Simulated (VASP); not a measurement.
# MnHg (Pm-3m) in VASP: notebook

The runs below take MnHg through electric field gradients, with PBE.

All numbers are computed with VASP 6.6.1; they aren't measurements. Logs are shortened: lines on timing, memory, paths and dates and some standing lists are left out, and cuts for length are marked.

### 1 The cell of the first run

Symmetry: Pm-3m, No. 221, cubic system. The conventional cell has a = 3.270 Å, b = 3.270 Å, c = 3.270 Å, α = 90.00°, β = 90.00°, γ = 90.00°. Mn (site symmetry m-3m) has 8 Hg at 2.83 Å and 6 Mn at 3.27 Å within 3.7 Å. Within 3.7 Å of Hg (site symmetry m-3m) lie 8 Mn at 2.83 Å and 6 Hg at 3.27 Å.

### 2 Electric field gradients, PBE, collinear spin, ferromagnetic start (17.49 Å³/atom)

INCAR reads:

```
SYSTEM = MnHg
PREC     = Accurate       ! precision mode
ENCUT    = 520            ! plane-wave cutoff, eV
EDIFF    = 1E-8           ! SCF threshold, eV
ISMEAR   = -1             ! smearing method
SIGMA    = 0.08           ! smearing width, eV
LREAL    = .FALSE.        ! projectors in reciprocal space
LASPH    = .TRUE.         ! aspherical terms in the spheres
NELM     = 150            ! most SCF steps
ALGO     = Normal         ! electronic algorithm
ISIF     = 2              ! what is computed and relaxed
LWAVE    = .FALSE.        ! write WAVECAR
LCHARG   = .FALSE.        ! write CHGCAR
ISPIN    = 2              ! spin polarisation
MAGMOM   = 4 0            ! initial moments
LORBIT   = 11             ! projections on sites
LMAXMIX  = 4              ! l up to which the mixer works
GGA      = PE             ! functional
LEFG     = .TRUE.       
NBANDS   = 24             ! bands
```

KPOINTS reads:

```
regular mesh
0
G
  11 11 11
  0 0 0
```

POSCAR reads:

```
MnHg
1.0
    3.2701972106      0.0000000000      0.0000000000
    0.0000000000      3.2701972106      0.0000000000
    0.0000000000      0.0000000000      3.2701972106
Mn Hg
1 1
Direct
    0.5000000000      0.5000000000      0.5000000000
    0.0000000000      0.0000000000      0.0000000000
```

Potentials or basis: VASP PAW PBE potentials, release 64 (Mn_pv, Hg).

Started as:

```bash
cat potpaw_PBE.64/Mn_pv/POTCAR potpaw_PBE.64/Hg/POTCAR > POTCAR
mpirun -np 1 vasp_std > vasp.out
```

OUTCAR:

```text
SYSTEM = MnHg
   PREC = Accurate
   ENCUT = 520
   EDIFF = 1E-8
   ISMEAR = -1
   LREAL = .FALSE.
   LASPH = .TRUE.
   NELM = 150
   ISIF = 2
   ISPIN = 2
   LORBIT = 11
   GGA = PE

 ion  position               nearest neighbor table
   1  0.500  0.500  0.500-   2 2.83   2 2.83   2 2.83   2 2.83   2 2.83   2 2.83   2 2.83   2 2.83

   2  0.000  0.000  0.000-   1 2.83   1 2.83   1 2.83   1 2.83   1 2.83   1 2.83   1 2.83   1 2.83

  LATTYP: Found a simple cubic cell.
 ALAT       =     3.2701972106

  Lattice vectors:

 A1 = (   3.2701972106,   0.0000000000,   0.0000000000)
 A2 = (   0.0000000000,   3.2701972106,   0.0000000000)
 A3 = (   0.0000000000,   0.0000000000,   3.2701972106)

Analysis of symmetry for initial positions (statically):
=====================================================================
 Subroutine PRICEL returns:
 Original cell was already a primitive cell.

 Routine SETGRP: Setting up the symmetry group for a
 simple cubic supercell.

 Subroutine GETGRP returns: Found 48 space group operations
 (whereof 48 operations were pure point group operations)
 out of a pool of 48 trial point group operations.

The static configuration has the point symmetry O_h .

Analysis of symmetry for dynamics (positions and initial velocities):
=====================================================================
 Subroutine PRICEL returns:
 Original cell was already a primitive cell.

 Routine SETGRP: Setting up the symmetry group for a
 simple cubic supercell.

 Subroutine GETGRP returns: Found 48 space group operations
 (whereof 48 operations were pure point group operations)
 out of a pool of 48 trial point group operations.

The dynamic configuration has the point symmetry O_h .

Analysis of structural, dynamic, and magnetic symmetry:
=====================================================================
 Subroutine PRICEL returns:
 Original cell was already a primitive cell.

 Routine SETGRP: Setting up the symmetry group for a
 simple cubic supercell.

 Subroutine GETGRP returns: Found 48 space group operations
[... 164 lines left out ...]
      4      -4.0248      1.00000
      5      -2.5597      1.00000
      6      -2.5597      1.00000
[... 637 lines left out ...]
     23      23.0293      0.00000
     24      23.1220      0.00000

 [... further k-points ...]

 spin component 2

 k-point     1 :       0.0000    0.0000    0.0000
  band No.  band energies     occupation
      1     -40.2097      1.00000
      2     -40.2097      1.00000
      3     -40.2097      1.00000
      4      -3.8186      1.00000
      5      -2.5424      1.00000
      6      -2.5424      1.00000
[... 637 lines left out ...]
     23      23.5891      0.00000
     24      23.7418      0.00000

 [... further k-points ...]

------------------------ aborting loop because EDIFF is reached ----------------------------------------

  FORCE on cell =-STRESS in cart. coord.  units (eV):
  Direction    XX          YY          ZZ          XY          YZ          ZX
  --------------------------------------------------------------------------------------
  -------------------------------------------------------------------------------------
  Total        0.9297713      0.9297713      0.9297713      0.0000000      0.0000000      0.0000000
  in kB       42.5956132     42.5956132     42.5956132      0.0000000      0.0000000      0.0000000
  external PRESSURE =      42.5956132 kB  Pullay stress =       0.0000000 kB

 VOLUME and BASIS-vectors are now :
 -----------------------------------------------------------------------------
  energy-cutoff  :      520.00
  volume of cell :       34.97
      direct lattice vectors                 reciprocal lattice vectors
     3.270197211  0.000000000  0.000000000     0.305791956  0.000000000  0.000000000
     0.000000000  3.270197211  0.000000000     0.000000000  0.305791956  0.000000000
     0.000000000  0.000000000  3.270197211     0.000000000  0.000000000  0.305791956

 POSITION                                       TOTAL-FORCE (eV/Angst)
 -----------------------------------------------------------------------------------
      1.63510      1.63510      1.63510         0.000000      0.000000      0.000000
      0.00000      0.00000      0.00000         0.000000      0.000000      0.000000
 -----------------------------------------------------------------------------------
    total drift:                                0.000000      0.000000     -0.000000

  FREE ENERGIE OF THE ION-ELECTRON SYSTEM (eV)
  ---------------------------------------------------
  free  energy   TOTEN  =        -8.4836328675 eV

  energy  without entropy=       -8.4453901771  energy(sigma->0) =       -8.46451152

 Electric field gradients (V/A^2)
---------------------------------------------------------------------
 ion       V_xx      V_yy      V_zz      V_xy      V_xz      V_yz
---------------------------------------------------------------------
   1      -0.000     0.000     0.000    -0.000     0.000    -0.000
   2       0.000    -0.000     0.000     0.000     0.000    -0.000
---------------------------------------------------------------------

 Electric field gradients after diagonalization (V/A^2)
 (convention: |V_zz| > |V_xx| > |V_yy|)
----------------------------------------------------------------------
 ion       V_xx      V_yy      V_zz     asymmetry (V_yy - V_xx)/ V_zz
----------------------------------------------------------------------
   1      -0.000     0.000     0.000       0.139
   2       0.000    -0.000     0.000      -0.287
----------------------------------------------------------------------

           NMR quadrupolar parameters

 Cq : quadrupolar parameter    Cq=e*Q*V_zz/h
 eta: asymmetry parameters     (V_yy - V_xx)/ V_zz
 Q  : nuclear electric quadrupole moment in mb (millibarn)
----------------------------------------------------------------------
 ion       Cq(MHz)       eta       Q (mb)
----------------------------------------------------------------------
   1       0.000       0.139       1.000
   2       0.000      -0.287       1.000
----------------------------------------------------------------------

 total charge

# of ion       s       p       d       tot
------------------------------------------
    1        0.255   6.185   5.004  11.444
    2        0.818   0.548   9.258  10.624
--------------------------------------------------
tot          1.073   6.734  14.262  22.068

 magnetization (x)

# of ion       s       p       d       tot
------------------------------------------
    1        0.026   0.014   3.684   3.725
    2       -0.048  -0.061   0.050  -0.059
--------------------------------------------------
tot         -0.022  -0.047   3.734   3.665
```

Wall time 2.3 min (1 thread of Oxide Virtual Turin-like, shared host); peak memory 0.17 GiB.

What came out:

| Item | Value |
| --- | --- |
| Free energy | -8.4836 eV |
| Pressure | 4.3 GPa |
| Net moment | 3.79 μB per cell |
| Site moments | Mn +3.73; Hg -0.06 μB |
| Largest electric field gradient by atom | under 0.05 V/Å² on every atom |
| Valence electrons inside the program's atomic spheres | Mn 11.44; Hg 10.62 |

Caveat: the cell stands under pressure; spin-orbit coupling is left out, which moves the levels of the heavy elements.

### 3 Electric field gradients, PBE, collinear spin, ferromagnetic start (17.49 Å³/atom)

INCAR reads:

```
PREC = Accurate
ENCUT = 520
EDIFF = 1E-8
ISMEAR = -1
SIGMA = 0.08
LREAL = F
LASPH = T
NELM = 150
ALGO = Normal
ISIF = 2
LWAVE = F
LCHARG = F
ISPIN = 2
MAGMOM = 4 0
LORBIT = 11
LMAXMIX = 4
GGA = PE
LEFG = T
NBANDS = 24
```

KPOINTS reads:

```
Automatic mesh
0
Gamma
  11 11 11
```

POSCAR is that of step 2.

Potentials or basis: VASP PAW PBE potentials, release 64 (Mn_pv, Hg).

Started as:

```bash
cat potpaw_PBE.64/Mn_pv/POTCAR potpaw_PBE.64/Hg/POTCAR > POTCAR
mpirun -np 1 vasp_std > vasp.out
```

OUTCAR:

```text
PREC = Accurate
   ENCUT = 520
   EDIFF = 1E-8
   ISMEAR = -1
   LREAL = F
   LASPH = T
   NELM = 150
   ISIF = 2
   ISPIN = 2
   LORBIT = 11
   GGA = PE

 ion  position               nearest neighbor table
   1  0.500  0.500  0.500-   2 2.83   2 2.83   2 2.83   2 2.83   2 2.83   2 2.83   2 2.83   2 2.83

   2  0.000  0.000  0.000-   1 2.83   1 2.83   1 2.83   1 2.83   1 2.83   1 2.83   1 2.83   1 2.83

  LATTYP: Found a simple cubic cell.
 ALAT       =     3.2701972106

  Lattice vectors:

 A1 = (   3.2701972106,   0.0000000000,   0.0000000000)
 A2 = (   0.0000000000,   3.2701972106,   0.0000000000)
 A3 = (   0.0000000000,   0.0000000000,   3.2701972106)

Analysis of symmetry for initial positions (statically):
=====================================================================
 Subroutine PRICEL returns:
 Original cell was already a primitive cell.

 Routine SETGRP: Setting up the symmetry group for a
 simple cubic supercell.

 Subroutine GETGRP returns: Found 48 space group operations
 (whereof 48 operations were pure point group operations)
 out of a pool of 48 trial point group operations.

The static configuration has the point symmetry O_h .

Analysis of symmetry for dynamics (positions and initial velocities):
=====================================================================
 Subroutine PRICEL returns:
 Original cell was already a primitive cell.

 Routine SETGRP: Setting up the symmetry group for a
 simple cubic supercell.

 Subroutine GETGRP returns: Found 48 space group operations
 (whereof 48 operations were pure point group operations)
 out of a pool of 48 trial point group operations.

The dynamic configuration has the point symmetry O_h .

Analysis of structural, dynamic, and magnetic symmetry:
=====================================================================
 Subroutine PRICEL returns:
 Original cell was already a primitive cell.

 Routine SETGRP: Setting up the symmetry group for a
 simple cubic supercell.

 Subroutine GETGRP returns: Found 48 space group operations
 (whereof 48 operations were pure point group operations)
 out of a pool of 48 trial point group operations.

The overall configuration has the point symmetry O_h .

 Subroutine INISYM returns: Found 48 space group operations
 (whereof 48 operations are pure point group operations),
 and found     1 'primitive' translations

----------------------------------------------------------------------------------------

                                     Primitive cell

  volume of cell :      34.9721

  direct lattice vectors                    reciprocal lattice vectors
     3.270197211  0.000000000  0.000000000     0.305791956  0.000000000  0.000000000
     0.000000000  3.270197211  0.000000000     0.000000000  0.305791956  0.000000000
     0.000000000  0.000000000  3.270197211     0.000000000  0.000000000  0.305791956

  length of vectors
     3.270197211  3.270197211  3.270197211     0.305791956  0.305791956  0.305791956

  position of ions in fractional coordinates (direct lattice)
     0.500000000  0.500000000  0.500000000
[... 107 lines left out ...]
   LEPSILON=     F    determine dielectric tensor
   LRPA    =     F    only Hartree local field effects (RPA)
 spin polarized calculation
  energy-cutoff  :      520.00
  volume of cell :       34.97
 maximum number of plane-waves:       954
   NGX = 13   NGY = 13   NGZ = 13

 number of electron      25.0000005 magnetization       3.7937570

 Free energy of the ion-electron system (eV)
  ---------------------------------------------------
  ext. energy  EPLUGINS =         0.00000000
  ---------------------------------------------------
  free energy    TOTEN  =        -8.48363287 eV

  energy without entropy =       -8.44539018  energy(sigma->0) =       -8.46451152

 E-fermi :   5.8945     XC(G=0): -11.9068

 val. band max:        5.8775665790   @ k =   0.1818   0.1818   0.0000
 cond. band min:       5.8991047700   @ k =   0.3636   0.0909   0.0000
 fundamental gap:      0.0215381910
 Fermi energy:         5.8944773553

 spin component 1

 k-point     1 :       0.0000    0.0000    0.0000
  band No.  band energies     occupation
      1     -44.1470      1.00000
      2     -44.1470      1.00000
      3     -44.1470      1.00000
      4      -4.0248      1.00000
      5      -2.5597      1.00000
      6      -2.5597      1.00000
[... 637 lines left out ...]
     23      23.0293      0.00000
     24      23.1220      0.00000

 [... further k-points ...]

 spin component 2

 k-point     1 :       0.0000    0.0000    0.0000
  band No.  band energies     occupation
      1     -40.2097      1.00000
      2     -40.2097      1.00000
      3     -40.2097      1.00000
      4      -3.8186      1.00000
      5      -2.5424      1.00000
      6      -2.5424      1.00000
[... 637 lines left out ...]
     23      23.5891      0.00000
     24      23.7418      0.00000

 [... further k-points ...]

------------------------ aborting loop because EDIFF is reached ----------------------------------------

  FORCE on cell =-STRESS in cart. coord.  units (eV):
  Direction    XX          YY          ZZ          XY          YZ          ZX
  --------------------------------------------------------------------------------------
  -------------------------------------------------------------------------------------
  Total        0.9297713      0.9297713      0.9297713      0.0000000      0.0000000      0.0000000
  in kB       42.5956132     42.5956132     42.5956132      0.0000000      0.0000000      0.0000000
  external PRESSURE =      42.5956132 kB  Pullay stress =       0.0000000 kB

 VOLUME and BASIS-vectors are now :
 -----------------------------------------------------------------------------
  energy-cutoff  :      520.00
  volume of cell :       34.97
      direct lattice vectors                 reciprocal lattice vectors
     3.270197211  0.000000000  0.000000000     0.305791956  0.000000000  0.000000000
     0.000000000  3.270197211  0.000000000     0.000000000  0.305791956  0.000000000
     0.000000000  0.000000000  3.270197211     0.000000000  0.000000000  0.305791956

 POSITION                                       TOTAL-FORCE (eV/Angst)
 -----------------------------------------------------------------------------------
      1.63510      1.63510      1.63510         0.000000      0.000000      0.000000
      0.00000      0.00000      0.00000         0.000000      0.000000      0.000000
 -----------------------------------------------------------------------------------
    total drift:                                0.000000      0.000000     -0.000000

  FREE ENERGIE OF THE ION-ELECTRON SYSTEM (eV)
  ---------------------------------------------------
  free  energy   TOTEN  =        -8.4836328675 eV

  energy  without entropy=       -8.4453901771  energy(sigma->0) =       -8.46451152

 Electric field gradients (V/A^2)
---------------------------------------------------------------------
 ion       V_xx      V_yy      V_zz      V_xy      V_xz      V_yz
---------------------------------------------------------------------
   1      -0.000     0.000     0.000    -0.000     0.000    -0.000
   2       0.000    -0.000     0.000     0.000     0.000    -0.000
---------------------------------------------------------------------

 Electric field gradients after diagonalization (V/A^2)
 (convention: |V_zz| > |V_xx| > |V_yy|)
----------------------------------------------------------------------
 ion       V_xx      V_yy      V_zz     asymmetry (V_yy - V_xx)/ V_zz
----------------------------------------------------------------------
   1      -0.000     0.000     0.000       0.139
   2       0.000    -0.000     0.000      -0.287
----------------------------------------------------------------------

           NMR quadrupolar parameters

 Cq : quadrupolar parameter    Cq=e*Q*V_zz/h
 eta: asymmetry parameters     (V_yy - V_xx)/ V_zz
 Q  : nuclear electric quadrupole moment in mb (millibarn)
----------------------------------------------------------------------
 ion       Cq(MHz)       eta       Q (mb)
----------------------------------------------------------------------
   1       0.000       0.139       1.000
   2       0.000      -0.287       1.000
----------------------------------------------------------------------

 total charge

# of ion       s       p       d       tot
------------------------------------------
    1        0.255   6.185   5.004  11.444
    2        0.818   0.548   9.258  10.624
--------------------------------------------------
tot          1.073   6.734  14.262  22.068

 magnetization (x)

# of ion       s       p       d       tot
------------------------------------------
    1        0.026   0.014   3.684   3.725
    2       -0.048  -0.061   0.050  -0.059
--------------------------------------------------
tot         -0.022  -0.047   3.734   3.665
```

stdout:

```text
POSCAR found type information on POSCAR MnHg
 POSCAR found :  2 types and       2 ions
 scaLAPACK will be used
 LDA part: xc-table for (Slater+PW92), standard interpolation
 POSCAR, INCAR and KPOINTS ok, starting setup
 FFT: planning ... GRIDC
 FFT: planning ... GRID_SOFT
 FFT: planning ... GRID
 WAVECAR not read
 entering main loop
ion   1

ion   2
```

It took 1.8 min on 1 thread of Oxide Virtual Turin-like, shared host; peak memory 0.16 GiB.

What came out:

```
Free energy                                           : -8.4836 eV
Pressure                                              : 4.3 GPa
Net moment                                            : 3.79 μB per cell
Site moments                                          : Mn +3.73; Hg -0.06 μB
Largest electric field gradient by atom               : under 0.05 V/Å² on every atom
Valence electrons inside the program's atomic spheres : Mn 11.44; Hg 10.62
```

Levels at points of the mesh, in eV from the Fermi level:
Spin up:
```tsv
k point	band 10	band 11	band 12	band 13	band 14	band 15	band 16	band 17	band 18	band 19
(0.00, 0.00, 0.00)	-2.85	-2.85	-1.94	-1.94	-1.94	5.04	5.04	5.04	9.17	11.55
```
Spin down:
| k point | band 7 | band 8 | band 9 | band 10 | band 11 | band 12 | band 13 | band 14 | band 15 | band 16 |
| --- | --- | --- | --- | --- | --- | --- | --- | --- | --- | --- |
| (0.00, 0.00, 0.00) | -7.15 | -7.15 | -7.15 | 0.29 | 0.29 | 1.53 | 1.53 | 1.53 | 5.40 | 5.40 |

Caveat: the cell stands under pressure; spin-orbit coupling is left out, which moves the levels of the heavy elements.
